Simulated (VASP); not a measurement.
# CuI (I4/mmm) in VASP: notebook

Runs on CuI. Level: PBEsol. Tasks: single point.

Everything below comes from runs of VASP 6.6.1. Logs are shortened: lines on timing, memory, paths and dates and some standing lists are left out, and cuts for length are marked.

## 1. The cell of the first run

It takes space group I4/mmm (No. 139, tetragonal). The conventional cell has a = 4.048 Å, b = 4.048 Å, c = 5.152 Å, α = 90.00°, β = 90.00°, γ = 90.00°. Cu (site symmetry 4/mmm) has 6 I at 2.58 to 2.86 Å within 3.4 Å. I (site symmetry 4/mmm) has 6 Cu at 2.58 to 2.86 Å within 3.4 Å.

## 2. Single point, PBEsol (strain -0.1000 x Voigt [0, 1, 0, 0, 0, 0])

Contents of INCAR:

```
SYSTEM = CuI
ALGO     = Normal         ! electronic algorithm
EDIFF    = 1E-6           ! SCF threshold, eV
ENCUT    = 520            ! plane-wave cutoff, eV
GGA      = PS             ! functional
ISIF     = 2              ! what is computed and relaxed
ISMEAR   = 0              ! smearing method
LASPH    = .TRUE.         ! aspherical terms in the spheres
LCHARG   = .TRUE.         ! write CHGCAR
LELF     = .TRUE.         ! ELF
LREAL    = .FALSE.        ! projectors in reciprocal space
LVHAR    = .TRUE.       
LWAVE    = .FALSE.        ! write WAVECAR
NBANDS   = 16             ! bands
NELM     = 100            ! most SCF steps
PREC     = Accurate       ! precision mode
SIGMA    = 0.15           ! smearing width, eV
```

Contents of KPOINTS:

```
k-points
0
G
  14 14 14
  0 0 0
```

Contents of POSCAR:

```
CuI
1.0
    0.0000000000      2.5758801000      2.8620890000
    2.8620890000      0.0000000000      2.8620890000
    2.8620890000      2.5758801000      0.0000000000
Cu I
1 1
Direct
    0.0000000000      0.0000000000      0.0000000000
    0.5000000000      0.5000000000      0.5000000000
```

Potentials or basis: VASP PAW PBE potentials, release 64 (Cu, I).

The run is started by

```
> cat potpaw_PBE.64/Cu/POTCAR potpaw_PBE.64/I/POTCAR > POTCAR
> mpirun -np 1 vasp_std > vasp.out
```

OUTCAR:

```text
SYSTEM = CuI
   EDIFF = 1E-6
   ENCUT = 520
   GGA = PS
   ISIF = 2
   ISMEAR = 0
   LASPH = .TRUE.
   LREAL = .FALSE.
   NELM = 100
   PREC = Accurate

 ion  position               nearest neighbor table
   1  0.000  0.000  0.000-   2 2.58   2 2.58   2 2.86   2 2.86   2 2.86   2 2.86
   2  0.500  0.500  0.500-   1 2.58   1 2.58   1 2.86   1 2.86   1 2.86   1 2.86

  LATTYP: Found a body centered tetragonal cell.
 ALAT       =     4.0476050805
 C/A-ratio  =     1.2727922061

  Lattice vectors:

 A1 = (   0.0000000000,  -2.5758801000,   2.8620890000)
 A2 = (   0.0000000000,  -2.5758801000,  -2.8620890000)
 A3 = (   2.8620890000,   2.5758801000,   0.0000000000)

Analysis of symmetry for initial positions (statically):
=====================================================================
 Subroutine PRICEL returns:
 Original cell was already a primitive cell.

 Routine SETGRP: Setting up the symmetry group for a
 body centered tetragonal supercell.

 Subroutine GETGRP returns: Found 16 space group operations
 (whereof 16 operations were pure point group operations)
 out of a pool of 16 trial point group operations.

The static configuration has the point symmetry D_4h.

Analysis of symmetry for dynamics (positions and initial velocities):
=====================================================================
 Subroutine PRICEL returns:
 Original cell was already a primitive cell.

 Routine SETGRP: Setting up the symmetry group for a
 body centered tetragonal supercell.

 Subroutine GETGRP returns: Found 16 space group operations
 (whereof 16 operations were pure point group operations)
 out of a pool of 16 trial point group operations.

The dynamic configuration has the point symmetry D_4h.

 Subroutine INISYM returns: Found 16 space group operations
 (whereof 16 operations are pure point group operations),
 and found     1 'primitive' translations

----------------------------------------------------------------------------------------

                                     Primitive cell

  volume of cell :      42.2009

  direct lattice vectors                    reciprocal lattice vectors
     0.000000000  2.575880100  2.862089000    -0.174697572  0.194108414  0.174697572
     2.862089000  0.000000000  2.862089000     0.174697572 -0.194108414  0.174697572
     2.862089000  2.575880100  0.000000000     0.174697572  0.194108414 -0.174697572

  length of vectors
     3.850546940  4.047605081  3.850546940     0.314191916  0.314191916  0.314191916

  position of ions in fractional coordinates (direct lattice)
[... 75 lines left out ...]
   LSORBIT =      F    spin-orbit coupling
   LASPH  =      T    aspherical Exc in radial PAW
   ENCUT  =  520.0 eV  38.22 Ry    6.18 a.u.   7.16  7.53  7.16*2*pi/ulx,y,z
   NELM   =    100;   NELMIN=  2; NELMDL= -5     # of ELM steps
   EDIFF  = 0.1E-05   stopping-criterion for ELM
   LREAL  =      F    real-space projection
   EDIFFG = 0.1E-04   stopping-criterion for IOM
   NSW    =      0    number of steps for IOM
   IBRION =     -1    ionic relax: 0-MD 1-quasi-New 2-CG
   NFREE  =      0    steps in history (QN), initial steepest desc. (CG)
   ISIF   =      2    stress and relaxation
   ISYM   =      2    0-nonsym 1-usesym 2-fastsym
   POTIM  = 0.5000    time-step for ionic-motion
   TEBEG  =    0.0;   TEEND  =   0.0 temperature during run
   PSTRESS=    0.0 pullay stress
   NELECT =      18.0000    total number of electrons
   NUPDOWN=      -1.0000    fix difference up-down
   EMIN   =  10.00;   EMAX   =-10.00  energy-range for DOS
   EFERMI =   0.00;   METHOD = LEGACY
   ISMEAR =     0;   SIGMA  =   0.15  broadening in eV -4-tet -1-fermi 0-gaus
   EFERMI_NEDOS =   21; number of points for ismear=-14 and -15
   IALGO  =     38    algorithm
   IMIX   =      4    mixing-type and parameters
     AMIX     =   0.40;   BMIX     =  1.00
     AMIX_MAG =   1.60;   BMIX_MAG =  1.00
  volume/ion in A,a.u.               =      21.10       142.39
  Fermi-wavevector in a.u.,A,eV,Ry     =   1.232324  2.328755 20.662124  1.518623
  Thomas-Fermi vector in A             =   2.367099
   LORBIT       =      0    0 simple, 1 ext, 2 COOP (PROOUT), +10 PAW based schemes
   GGA     = PS    functional components
   LHFCALC =     F    Hartree Fock is set to
   AEXX    =    0.0000 exact exchange contribution
   IVDW    =     0    specifies the selected vdW correction
   LEPSILON=     F    determine dielectric tensor
   LRPA    =     F    only Hartree local field effects (RPA)
 non-spin polarized calculation
 Gauss-broadening in eV      SIGMA  =   0.15
  energy-cutoff  :      520.00
  volume of cell :       42.20
 maximum number of plane-waves:      1170
 NGX is ok and might be reduce to    30
   NGX = 15   NGY = 15   NGZ = 15

 number of electron      17.9999984 magnetization

 Free energy of the ion-electron system (eV)
  ---------------------------------------------------
  ext. energy  EPLUGINS =         0.00000000
  ---------------------------------------------------
  free energy    TOTEN  =        -5.85078128 eV

  energy without entropy =       -5.84477556  energy(sigma->0) =       -5.84777842

 E-fermi :   7.4967     XC(G=0): -10.6971

 val. band max:        7.4857286550   @ k =  -0.2143   0.2143   0.0000
 cond. band min:       7.4997908532   @ k =  -0.2857   0.1429  -0.0000
 fundamental gap:      0.0140621982
 Fermi energy:         7.4967310850

 k-point     1 :       0.0000    0.0000    0.0000
  band No.  band energies     occupation
      1      -7.6038      2.00000
      2       4.8620      2.00000
      3       4.8713      2.00000
      4       4.8713      2.00000
      5       5.0207      2.00000
      6       5.1027      2.00000
[... 433 lines left out ...]
      3       3.6520      2.00000
      4       4.1324      2.00000
      5       4.9604      2.00000
      6       5.1328      2.00000
[... 8 lines left out ...]
     15      17.5532      0.00000
     16      18.1756      0.00000

 [... further k-points ...]
[... 5 lines left out ...]
  --------------------------------------------------------------------------------------
  -------------------------------------------------------------------------------------
  Total        0.3920405      2.5448739      0.3920405      0.0000000      0.0000000      0.0000000
  in kB       14.8839977     96.6173101     14.8839977      0.0000000      0.0000000      0.0000000
  external PRESSURE =      42.1284352 kB  Pullay stress =       0.0000000 kB

 VOLUME and BASIS-vectors are now :
 -----------------------------------------------------------------------------
  energy-cutoff  :      520.00
  volume of cell :       42.20
      direct lattice vectors                 reciprocal lattice vectors
     0.000000000  2.575880100  2.862089000    -0.174697572  0.194108414  0.174697572
     2.862089000  0.000000000  2.862089000     0.174697572 -0.194108414  0.174697572
     2.862089000  2.575880100  0.000000000     0.174697572  0.194108414 -0.174697572

 POSITION                                       TOTAL-FORCE (eV/Angst)
 -----------------------------------------------------------------------------------
      0.00000      0.00000      0.00000        -0.000000      0.000000      0.000000
      2.86209      2.57588      2.86209         0.000000     -0.000000     -0.000000
 -----------------------------------------------------------------------------------
    total drift:                               -0.000000      0.000000      0.000000

  FREE ENERGIE OF THE ION-ELECTRON SYSTEM (eV)
  ---------------------------------------------------
  free  energy   TOTEN  =        -5.8507812813 eV

  energy  without entropy=       -5.8447755596  energy(sigma->0) =       -5.84777842
```

stdout:

```text
POSCAR found type information on POSCAR CuI
 POSCAR found :  2 types and       2 ions
 scaLAPACK will be used
 -----------------------------------------------------------------------------
|                                                                             |
|                                                                             |
|     You enforced a specific xc type in the INCAR file but a different       |
|     I HOPE YOU KNOW WHAT YOU ARE DOING!                                     |
|                                                                             |
 -----------------------------------------------------------------------------

 LDA part: xc-table for (Slater+PW92), standard interpolation
 POSCAR, INCAR and KPOINTS ok, starting setup
 FFT: planning ... GRIDC
 FFT: planning ... GRID_SOFT
 FFT: planning ... GRID
 WAVECAR not read
 entering main loop
```

Run time: 2.4 min. Hardware: 1 thread of Intel Xeon Platinum 8259CL at 2.50GHz (Skylake/Cascade Lake), shared host; peak memory 0.3 GiB.

What came out:

| Item | Value |
| --- | --- |
| Free energy | -5.8508 eV |
| Pressure | 4.2 GPa |
| Band gap on the k mesh | zero (band 9 reaches 7.71 eV, above the bottom of band 10 at 6.52 eV) |

Caveat: the cell differs from its parent crystal (strain -0.1000 x Voigt [0, 1, 0, 0, 0, 0]); the PAW data sets were made with another functional, which shifts forces and pressure a little; spin-orbit coupling is left out, which moves the levels of the heavy elements; semilocal functionals often make such compounds metallic where correlation or magnetic order opens a gap, which also shifts bond lengths.

## 3. Single point, PBEsol (strain -0.0750 x Voigt [0, 1, 0, 0, 0, 0])

Contents of INCAR:

```
SYSTEM = CuI
PREC     = Accurate       ! precision mode
ENCUT    = 520            ! plane-wave cutoff, eV
EDIFF    = 1E-7           ! SCF threshold, eV
ISMEAR   = 0              ! smearing method
SIGMA    = 0.15           ! smearing width, eV
LREAL    = .False.        ! projectors in reciprocal space
LASPH    = .True.         ! aspherical terms in the spheres
NELM     = 60             ! most SCF steps
ALGO     = Normal         ! electronic algorithm
ISIF     = 2              ! what is computed and relaxed
LWAVE    = .False.        ! write WAVECAR
LCHARG   = .True.         ! write CHGCAR
GGA      = PS             ! functional
LELF     = .True.         ! ELF
LVHAR    = .True.       
NBANDS   = 16             ! bands
```

Contents of KPOINTS:

```
Automatic mesh
0
Gamma
  14 14 14
  0 0 0
```

Contents of POSCAR:

```
CuI
1.0
    0.0000000000      2.6474323250      2.8620890000
    2.8620890000      0.0000000000      2.8620890000
    2.8620890000      2.6474323250      0.0000000000
Cu I
1 1
Direct
    0.0000000000      0.0000000000      0.0000000000
    0.5000000000      0.5000000000      0.5000000000
```

Potentials or basis: VASP PAW PBE potentials, release 64 (Cu, I).

The run is started by

```
> cat potpaw_PBE.64/Cu/POTCAR potpaw_PBE.64/I/POTCAR > POTCAR
> mpirun -np 1 vasp_std > vasp.out
```

OUTCAR:

```text
SYSTEM = CuI
   PREC = Accurate
   ENCUT = 520
   EDIFF = 1E-7
   ISMEAR = 0
   LREAL = .False.
   LASPH = .True.
   NELM = 60
   ISIF = 2
   GGA = PS

 ion  position               nearest neighbor table
   1  0.000  0.000  0.000-   2 2.65   2 2.65   2 2.86   2 2.86   2 2.86   2 2.86
   2  0.500  0.500  0.500-   1 2.65   1 2.65   1 2.86   1 2.86   1 2.86   1 2.86

  LATTYP: Found a body centered tetragonal cell.
 ALAT       =     4.0476050805
 C/A-ratio  =     1.3081475452

  Lattice vectors:

 A1 = (   0.0000000000,  -2.6474323250,   2.8620890000)
 A2 = (   0.0000000000,  -2.6474323250,  -2.8620890000)
 A3 = (   2.8620890000,   2.6474323250,   0.0000000000)

Analysis of symmetry for initial positions (statically):
=====================================================================
 Subroutine PRICEL returns:
 Original cell was already a primitive cell.

 Routine SETGRP: Setting up the symmetry group for a
 body centered tetragonal supercell.

 Subroutine GETGRP returns: Found 16 space group operations
 (whereof 16 operations were pure point group operations)
 out of a pool of 16 trial point group operations.

The static configuration has the point symmetry D_4h.

Analysis of symmetry for dynamics (positions and initial velocities):
=====================================================================
 Subroutine PRICEL returns:
 Original cell was already a primitive cell.

 Routine SETGRP: Setting up the symmetry group for a
 body centered tetragonal supercell.

 Subroutine GETGRP returns: Found 16 space group operations
 (whereof 16 operations were pure point group operations)
 out of a pool of 16 trial point group operations.

The dynamic configuration has the point symmetry D_4h.

 Subroutine INISYM returns: Found 16 space group operations
 (whereof 16 operations are pure point group operations),
 and found     1 'primitive' translations

----------------------------------------------------------------------------------------

[... 108 lines left out ...]
   EFERMI_NEDOS =   21; number of points for ismear=-14 and -15
   IALGO  =     38    algorithm
   IMIX   =      4    mixing-type and parameters
     AMIX     =   0.40;   BMIX     =  1.00
     AMIX_MAG =   1.60;   BMIX_MAG =  1.00
  volume/ion in A,a.u.               =      21.69       146.35
  Fermi-wavevector in a.u.,A,eV,Ry     =   1.221121  2.307584 20.288136  1.491136
  Thomas-Fermi vector in A             =   2.356314
   LORBIT       =      0    0 simple, 1 ext, 2 COOP (PROOUT), +10 PAW based schemes
   GGA     = PS    functional components
   LHFCALC =     F    Hartree Fock is set to
   AEXX    =    0.0000 exact exchange contribution
   IVDW    =     0    specifies the selected vdW correction
   LEPSILON=     F    determine dielectric tensor
   LRPA    =     F    only Hartree local field effects (RPA)
 non-spin polarized calculation
 Gauss-broadening in eV      SIGMA  =   0.15
  energy-cutoff  :      520.00
  volume of cell :       43.37
 maximum number of plane-waves:      1188
 NGX is ok and might be reduce to    30
   NGX = 15   NGY = 15   NGZ = 15

 number of electron      17.9999990 magnetization

 Free energy of the ion-electron system (eV)
  ---------------------------------------------------
  ext. energy  EPLUGINS =         0.00000000
  ---------------------------------------------------
  free energy    TOTEN  =        -5.90053508 eV

  energy without entropy =       -5.89456884  energy(sigma->0) =       -5.89755196

 E-fermi :   7.1149     XC(G=0): -10.5692

 val. band max:        7.1041243168   @ k =  -0.2143   0.2143   0.0000
 cond. band min:       7.1153900837   @ k =  -0.2857   0.1429   0.0000
 fundamental gap:      0.0112657669
 Fermi energy:         7.1149031169

 k-point     1 :       0.0000    0.0000    0.0000
  band No.  band energies     occupation
      1      -7.7629      2.00000
      2       4.6723      2.00000
      3       4.6810      2.00000
      4       4.6810      2.00000
      5       4.7834      2.00000
      6       4.8824      2.00000
[... 433 lines left out ...]
      3       3.4738      2.00000
      4       3.8598      2.00000
      5       4.7397      2.00000
      6       4.9001      2.00000
[... 8 lines left out ...]
     15      17.1623      0.00000
     16      17.5530      0.00000

 [... further k-points ...]
[... 5 lines left out ...]
  --------------------------------------------------------------------------------------
  -------------------------------------------------------------------------------------
  Total       -0.0260966      1.1815869     -0.0260966      0.0000000      0.0000000      0.0000000
  in kB       -0.9639913     43.6470741     -0.9639913      0.0000000      0.0000000      0.0000000
  external PRESSURE =      13.9063638 kB  Pullay stress =       0.0000000 kB

 VOLUME and BASIS-vectors are now :
 -----------------------------------------------------------------------------
  energy-cutoff  :      520.00
  volume of cell :       43.37
      direct lattice vectors                 reciprocal lattice vectors
     0.000000000  2.647432325  2.862089000    -0.174697572  0.188862240  0.174697572
     2.862089000  0.000000000  2.862089000     0.174697572 -0.188862240  0.174697572
     2.862089000  2.647432325  0.000000000     0.174697572  0.188862240 -0.174697572

 POSITION                                       TOTAL-FORCE (eV/Angst)
 -----------------------------------------------------------------------------------
      0.00000      0.00000      0.00000        -0.000000      0.000000      0.000000
      2.86209      2.64743      2.86209         0.000000      0.000000     -0.000000
 -----------------------------------------------------------------------------------
    total drift:                               -0.000000      0.000000      0.000000

  FREE ENERGIE OF THE ION-ELECTRON SYSTEM (eV)
  ---------------------------------------------------
  free  energy   TOTEN  =        -5.9005350761 eV

  energy  without entropy=       -5.8945688418  energy(sigma->0) =       -5.89755196
```

Run time: 2.8 min. Hardware: 1 thread of Intel Xeon Platinum 8259CL at 2.50GHz (Skylake/Cascade Lake), shared host; peak memory 0.31 GiB.

What came out:

```
Free energy            : -5.9005 eV
Pressure               : 1.4 GPa
Band gap on the k mesh : zero (band 9 reaches 7.27 eV, above the bottom of band 10 at 6.25 eV)
```

Caveat: the cell differs from its parent crystal (strain -0.0750 x Voigt [0, 1, 0, 0, 0, 0]); the PAW data sets were made with another functional, which shifts forces and pressure a little; spin-orbit coupling is left out, which moves the levels of the heavy elements; semilocal functionals often make such compounds metallic where correlation or magnetic order opens a gap, which also shifts bond lengths.
